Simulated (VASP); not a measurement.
# BN (P6_3mc) in VASP: single point with HSE06

Aim: the single point of BN with HSE06.

All numbers are computed with VASP 6.6.1; they aren't measurements. Logs are shortened: lines on timing, memory, paths and dates and some standing lists are left out, and cuts for length are marked.

### 1 The cell of the first run

Symmetry: P6_3mc, No. 186, hexagonal system. The conventional cell has a = 2.542 Å, b = 2.542 Å, c = 4.161 Å, α = 90.00°, β = 90.00°, γ = 120.00°. Within 2.1 Å of B (site symmetry 3m) lie 4 N at 1.56 Å. N (site symmetry 3m) has 4 B at 1.56 Å within 2.1 Å.

### 2 Single point, HSE06

The input, POSCAR:

```
BN
1.0
    2.5420668336      0.0000000000      0.0000000000
   -1.2710334168      2.2014944560      0.0000000000
    0.0000000000      0.0000000000      4.1606277790
B N
2 2
Direct
    0.3333333333      0.6666666667     -0.0003399502
    0.6666666667      0.3333333333      0.4996600498
    0.3333333333      0.6666666667      0.3743399502
    0.6666666667      0.3333333333      0.8743399502
```

The input, INCAR.step1:

```
ALGO     = Normal         # electronic algorithm
EDIFF    = 1E-5           # SCF threshold, eV
ENCUT    = 520            # plane-wave cutoff, eV
GGA      = PE             # functional
ISIF     = 2              # what is computed and relaxed
ISMEAR   = 0              # smearing method
LASPH    = T              # aspherical terms in the spheres
LCHARG   = F              # write CHGCAR
LREAL    = F              # projectors in reciprocal space
LWAVE    = T              # write WAVECAR
NBANDS   = 16             # bands
NELM     = 60             # most SCF steps
PREC     = Accurate       # precision mode
SIGMA    = 0.01           # smearing width, eV
```

The input, INCAR.step2:

```
ALGO     = Normal         # electronic algorithm
EDIFF    = 1E-6           # SCF threshold, eV
ENCUT    = 520            # plane-wave cutoff, eV
GGA      = PE             # functional
HFSCREEN = 0.2079         # screening, 1/A
ISIF     = 2              # what is computed and relaxed
ISMEAR   = 0              # smearing method
ISTART   = 1            
LASPH    = T              # aspherical terms in the spheres
LCHARG   = F              # write CHGCAR
LHFCALC  = T              # exact exchange
LREAL    = F              # projectors in reciprocal space
LWAVE    = F              # write WAVECAR
NBANDS   = 16             # bands
NELM     = 60             # most SCF steps
PREC     = Accurate       # precision mode
PRECFOCK = Normal       
SIGMA    = 0.01           # smearing width, eV
```

The input, KPOINTS:

```
k-points
0
Gamma
  9 9 4
```

Potentials or basis: VASP PAW PBE potentials, release 64 (B, N).

The run is started by

```bash
$ cat potpaw_PBE.64/B/POTCAR potpaw_PBE.64/N/POTCAR > POTCAR
$ cp INCAR.step1 INCAR
$ mpirun -np 1 vasp_std > vasp.out
$ cp INCAR.step2 INCAR
$ mpirun -np 1 vasp_std > vasp.out
```

OUTCAR:

```text
EDIFF = 1E-6
   ENCUT = 520
   GGA = PE
   HFSCREEN = 0.2079
   ISIF = 2
   ISMEAR = 0
   ISTART = 1
   LASPH = T
   LHFCALC = T
   LREAL = F
   NELM = 60
   PREC = Accurate
   PRECFOCK = Normal

 ion  position               nearest neighbor table
   1  0.333  0.667  1.000-   4 1.56   4 1.56   4 1.56   3 1.56
   2  0.667  0.333  0.500-   3 1.56   3 1.56   3 1.56   4 1.56
   3  0.333  0.667  0.374-   2 1.56   2 1.56   2 1.56   1 1.56
   4  0.667  0.333  0.874-   1 1.56   1 1.56   1 1.56   2 1.56

  LATTYP: Found a hexagonal cell.
 ALAT       =     2.5420668336
 C/A-ratio  =     1.6367106183

  Lattice vectors:

 A1 = (   2.5420668336,   0.0000000000,   0.0000000000)
 A2 = (  -1.2710334168,   2.2014944560,   0.0000000000)
 A3 = (   0.0000000000,   0.0000000000,   4.1606277790)

Analysis of symmetry for initial positions (statically):
=====================================================================
 Subroutine PRICEL returns:
 Original cell was already a primitive cell.

 Routine SETGRP: Setting up the symmetry group for a
 hexagonal supercell.

 Subroutine GETGRP returns: Found 12 space group operations
 (whereof  6 operations were pure point group operations)
 out of a pool of 24 trial point group operations.

The static configuration has the point symmetry C_3v.
 The point group associated with its full space group is C_6v.

Analysis of symmetry for dynamics (positions and initial velocities):
=====================================================================
 Subroutine PRICEL returns:
 Original cell was already a primitive cell.

 Routine SETGRP: Setting up the symmetry group for a
 hexagonal supercell.

 Subroutine GETGRP returns: Found 12 space group operations
 (whereof  6 operations were pure point group operations)
 out of a pool of 24 trial point group operations.

The dynamic configuration has the point symmetry C_3v.
 The point group associated with its full space group is C_6v.

 Subroutine INISYM returns: Found 12 space group operations
 (whereof  6 operations are pure point group operations),
 and found     1 'primitive' translations

----------------------------------------------------------------------------------------

                                     Primitive cell

  volume of cell :      23.2843

  direct lattice vectors                    reciprocal lattice vectors
     2.542066834  0.000000000  0.000000000     0.393380688  0.227118446  0.000000000
    -1.271033417  2.201494456  0.000000000     0.000000000  0.454236892  0.000000000
     0.000000000  0.000000000  4.160627779     0.000000000  0.000000000  0.240348345

  length of vectors
     2.542066834  2.542066834  4.160627779     0.454236892  0.454236892  0.240348345

  position of ions in fractional coordinates (direct lattice)
     0.333333333  0.666666667  0.999660050
     0.666666667  0.333333333  0.499660050
     0.333333333  0.666666667  0.374339950
     0.666666667  0.333333333  0.874339950

  ion indices of the primitive-cell ions
   primitive index   ion index
                 1           1
                 2           2
                 3           3
                 4           4

----------------------------------------------------------------------------------------

 KPOINTS: k-points

Automatic generation of k-mesh.
 Grid dimensions read from file:
 generate k-points for:    9    9    4

 Generating k-lattice:

  Cartesian coordinates                     Fractional coordinates (reciprocal lattice)
     0.043708965  0.025235383  0.000000000     0.111111111  0.000000000  0.000000000
     0.000000000  0.050470766  0.000000000     0.000000000  0.111111111  0.000000000
     0.000000000  0.000000000  0.060087086     0.000000000  0.000000000  0.250000000

  Length of vectors
     0.050470766  0.050470766  0.060087086

  Shift w.r.t. Gamma in fractional coordinates (k-lattice)
     0.000000000  0.000000000  0.000000000

 Subroutine IBZKPT returns following result:
 ===========================================

 Found     36 irreducible k-points:

 Following reciprocal coordinates:
            Coordinates               Weight
  0.000000  0.000000  0.000000      1.000000
  0.111111 -0.000000  0.000000      6.000000
  0.222222 -0.000000  0.000000      6.000000
  0.333333  0.000000  0.000000      6.000000
  0.444444 -0.000000  0.000000      6.000000
  0.111111  0.111111  0.000000      6.000000
[... 16 lines left out ...]
  0.333333  0.222222  0.250000     24.000000
  0.333333  0.333333  0.250000      4.000000
 [... further k-points ...]
   k-points           NKPTS =     36   k-points in BZ     NKDIM =    324   number of bands    NBANDS=     16
   number of dos      NEDOS =    301   number of ions     NIONS =      4
   total plane-waves  NPLWV =  12800
   dimension x,y,z NGX =    20 NGY =   20 NGZ =   32
   dimension x,y,z NGXF=    40 NGYF=   40 NGZF=   64
   ions per type =               2   2
   NGX,Y,Z   is equivalent  to a cutoff of  13.08, 13.08, 12.79 a.u.
   NGXF,Y,Z  is equivalent  to a cutoff of  26.16, 26.16, 25.57 a.u.
 SYSTEM =  unknown system
   PREC   = accura    normal or accurate (medium, high low for compatibility)
   ISTART =      1    job   : 0-new  1-cont  2-samecut
   ICHARG =      0    charge: 1-file 2-atom 10-const
   ISPIN  =      1    spin polarized calculation?
   LNONCOLLINEAR =      F non collinear calculations
   LSORBIT =      F    spin-orbit coupling
   LASPH  =      T    aspherical Exc in radial PAW
   ENCUT  =  520.0 eV  38.22 Ry    6.18 a.u.   4.73  4.73  7.74*2*pi/ulx,y,z
   NELM   =     60;   NELMIN=  2; NELMDL=  0     # of ELM steps
   EDIFF  = 0.1E-05   stopping-criterion for ELM
   LREAL  =      F    real-space projection
   EDIFFG = 0.1E-04   stopping-criterion for IOM
   NSW    =      0    number of steps for IOM
   IBRION =     -1    ionic relax: 0-MD 1-quasi-New 2-CG
   NFREE  =      0    steps in history (QN), initial steepest desc. (CG)
   ISIF   =      2    stress and relaxation
   ISYM   =      3    0-nonsym 1-usesym 2-fastsym
   POTIM  = 0.5000    time-step for ionic-motion
   TEBEG  =    0.0;   TEEND  =   0.0 temperature during run
   PSTRESS=    0.0 pullay stress
   NELECT =      16.0000    total number of electrons
   NUPDOWN=      -1.0000    fix difference up-down
   EMIN   =  10.00;   EMAX   =-10.00  energy-range for DOS
   EFERMI =   0.00;   METHOD = LEGACY
   ISMEAR =     0;   SIGMA  =   0.01  broadening in eV -4-tet -1-fermi 0-gaus
   EFERMI_NEDOS =   21; number of points for ismear=-14 and -15
   IALGO  =     38    algorithm
   IMIX   =      1    mixing-type and parameters
     AMIX     =   0.40;   BMIX     =  1.00
     AMIX_MAG =   1.60;   BMIX_MAG =  1.00
  volume/ion in A,a.u.               =       5.82        39.28
  Fermi-wavevector in a.u.,A,eV,Ry     =   1.444642  2.729978 28.395245  2.086992
  Thomas-Fermi vector in A             =   2.562914
   LORBIT       =      0    0 simple, 1 ext, 2 COOP (PROOUT), +10 PAW based schemes
   GGA     = PE    functional components
   LHFCALC =     T    Hartree Fock is set to
   PRECFOCK=normal    Normal, Fast or Accurate (Low or Medium for compatibility)
   ENCUT4O =  -1.0   cutoff for four orbital integrals eV
   NKREDX  =     1    reduce k-point grid by
   NKREDY  =     1    reduce k-point grid by
   NKREDZ  =     1    reduce k-point grid by
   AEXX    =    0.2500 exact exchange contribution
   HFSCREEN=    0.2079 screening length (either q_TF or 0.3 A-1)
   HFSCREENC=   0.2079 screening length for correlation (either q_TF or 0.3 A-1)
   ENCUTFOCK=  -1.0 apply spherical cutoff to Coloumb kernel
   IVDW    =     0    specifies the selected vdW correction
   LEPSILON=     F    determine dielectric tensor
   LRPA    =     F    only Hartree local field effects (RPA)
 non-spin polarized calculation
 Gauss-broadening in eV      SIGMA  =   0.01
  energy-cutoff  :      520.00
  volume of cell :       23.28
 maximum number of plane-waves:       652
 NGX is ok and might be reduce to    20
  NGX = 16; NGY = 16; NGZ = 24

 number of electron      16.0000000 magnetization

 Free energy of the ion-electron system (eV)
  ---------------------------------------------------
  ext. energy  EPLUGINS =         0.00000000
  ---------------------------------------------------
  free energy    TOTEN  =       -40.57817256 eV

  energy without entropy =      -40.57817256  energy(sigma->0) =      -40.57817256

 E-fermi :   6.9933     XC(G=0): -10.5341

 val. band max:        6.8852986841   @ k =   0.0000   0.0000   0.0000
 cond. band min:      13.4195464875   @ k =   0.3333   0.3333   0.0000
 fundamental gap:      6.5342478034
 Fermi energy:         6.9933439976

 k-point     1 :       0.0000    0.0000    0.0000
  band No.  band energies     occupation
      1     -15.5779      2.00000
      2     -10.9513      2.00000
      3      -5.1026      2.00000
      4       4.4695      2.00000
      5       4.4695      2.00000
      6       6.6434      2.00000
[... 8 lines left out ...]
     15      20.8504      0.00000
     16      25.7239      0.00000

 k-point     2 :       0.1111   -0.0000    0.0000
  band No.  band energies     occupation
      1     -15.2878      2.00000
      2     -10.7323      2.00000
      3      -4.8115      2.00000
      4       3.1923      2.00000
      5       3.9515      2.00000
      6       5.8227      2.00000
[... 8 lines left out ...]
     15      21.6883      0.00000
     16      25.1427      0.00000

 k-point     3 :       0.2222   -0.0000    0.0000
  band No.  band energies     occupation
      1     -14.4348      2.00000
      2     -10.1387      2.00000
      3      -3.9601      2.00000
      4       0.4645      2.00000
      5       2.8933      2.00000
      6       3.4471      2.00000
[... 8 lines left out ...]
     15      23.6878      0.00000
     16      24.1997      0.00000

 k-point     4 :       0.3333    0.0000    0.0000
  band No.  band energies     occupation
      1     -13.0930      2.00000
      2      -9.4693      2.00000
      3      -2.6499      2.00000
      4      -2.1659      2.00000
      5       0.8474      2.00000
      6       1.9429      2.00000
[... 8 lines left out ...]
     15      25.4198      0.00000
     16      25.8719      0.00000

 k-point     5 :       0.4444   -0.0000    0.0000
  band No.  band energies     occupation
      1     -11.5511      2.00000
      2      -9.5073      2.00000
      3      -3.4564      2.00000
      4      -1.4375      2.00000
      5      -0.9153      2.00000
      6       1.4126      2.00000
[... 8 lines left out ...]
     15      25.5888      0.00000
     16      27.2857      0.00000

 k-point     6 :       0.1111    0.1111    0.0000
  band No.  band energies     occupation
      1     -14.7157      2.00000
      2     -10.3232      2.00000
      3      -4.2394      2.00000
      4       1.5410      2.00000
      5       2.6231      2.00000
      6       4.5389      2.00000
[... 8 lines left out ...]
     15      23.4389      0.00000
     16      24.5443      0.00000
[... 267 lines left out ...]
 k-point    21 :       0.4444    0.1111    0.2500
  band No.  band energies     occupation
      1     -10.7483      2.00000
      2      -9.7345      2.00000
      3      -4.0325      2.00000
      4      -2.6518      2.00000
      5       0.3510      2.00000
      6       1.4854      2.00000
[... 8 lines left out ...]
     15      25.6460      0.00000
     16      26.9453      0.00000

 k-point    22 :       0.2222    0.2222    0.2500
  band No.  band energies     occupation
      1     -11.9930      2.00000
      2      -9.8239      2.00000
      3      -2.5662      2.00000
      4      -1.2776      2.00000
      5       0.3856      2.00000
      6       0.4913      2.00000
[... 8 lines left out ...]
     15      24.4128      0.00000
     16      25.4037      0.00000

 k-point    23 :       0.3333    0.2222    0.2500
  band No.  band energies     occupation
      1     -10.6440      2.00000
      2      -9.4966      2.00000
      3      -3.2926      2.00000
      4      -2.2155      2.00000
      5      -1.0119      2.00000
      6       1.0702      2.00000
[... 8 lines left out ...]
     15      25.0969      0.00000
     16      26.0859      0.00000

 k-point    24 :       0.3333    0.3333    0.2500
  band No.  band energies     occupation
      1      -9.7458      2.00000
      2      -9.7458      2.00000
      3      -2.7956      2.00000
      4      -2.2103      2.00000
      5      -2.2103      2.00000
      6       0.1029      2.00000
[... 8 lines left out ...]
     15      25.8910      0.00000
     16      25.8910      0.00000

 [... further k-points ...]
[... 5 lines left out ...]
  --------------------------------------------------------------------------------------
  -------------------------------------------------------------------------------------
  Total       -0.3266199     -0.3266199      1.1975090      0.0000000      0.0000000      0.0000000
  in kB      -22.4744903    -22.4744903     82.3997574      0.0000000      0.0000000      0.0000000
  external PRESSURE =      12.4835923 kB  Pullay stress =       0.0000000 kB

 VOLUME and BASIS-vectors are now :
 -----------------------------------------------------------------------------
  energy-cutoff  :      520.00
  volume of cell :       23.28
      direct lattice vectors                 reciprocal lattice vectors
     2.542066834  0.000000000  0.000000000     0.393380688  0.227118446  0.000000000
    -1.271033417  2.201494456  0.000000000     0.000000000  0.454236892  0.000000000
     0.000000000  0.000000000  4.160627779     0.000000000  0.000000000  0.240348345

 POSITION                                       TOTAL-FORCE (eV/Angst)
 -----------------------------------------------------------------------------------
     -0.00000      1.46766      4.15921        -0.000000      0.000000     -0.011959
      1.27103      0.73383      2.07890         0.000000     -0.000000     -0.011959
     -0.00000      1.46766      1.55749        -0.000000      0.000000      0.011959
      1.27103      0.73383      3.63780         0.000000      0.000000      0.011959
 -----------------------------------------------------------------------------------
    total drift:                                0.000000     -0.000000     -0.000188

  FREE ENERGIE OF THE ION-ELECTRON SYSTEM (eV)
  ---------------------------------------------------
  free  energy   TOTEN  =       -40.5781725575 eV

  energy  without entropy=      -40.5781725575  energy(sigma->0) =      -40.57817256
```

Run time: 81 min. Hardware: 1 thread of Oxide Virtual Turin-like, shared host; peak memory 0.22 GiB.

What came out:

* Free energy: -40.5782 eV
* Pressure: 1.2 GPa
* Largest force: 0.012 eV/Å
* Band gap on the k mesh: 6.53 eV (least direct gap 9.95 eV)

Forces on the atoms (eV/Å):
```
B    0.000  0.000 -0.012
B    0.000  0.000 -0.012
N    0.000  0.000  0.012
N    0.000  0.000  0.012
```

Levels at points of the mesh, in eV from the valence-band top:
```tsv
k point	band 4	band 5	band 6	band 7	band 8	band 9	band 10	band 11	band 12	band 13
(0.00, 0.00, 0.00)	-2.42	-2.42	-0.24	0.00	0.00	10.04	10.04	10.78	11.18	12.71
(0.00, 0.00, 0.50)	-6.17	-1.34	-1.34	-1.34	-1.34	11.20	11.20	11.74	11.74	11.74
```

Caveat: the PAW data sets were made with another functional, which shifts forces and pressure a little; an odd mesh through Γ misses points on the zone boundary, where band edges can lie.
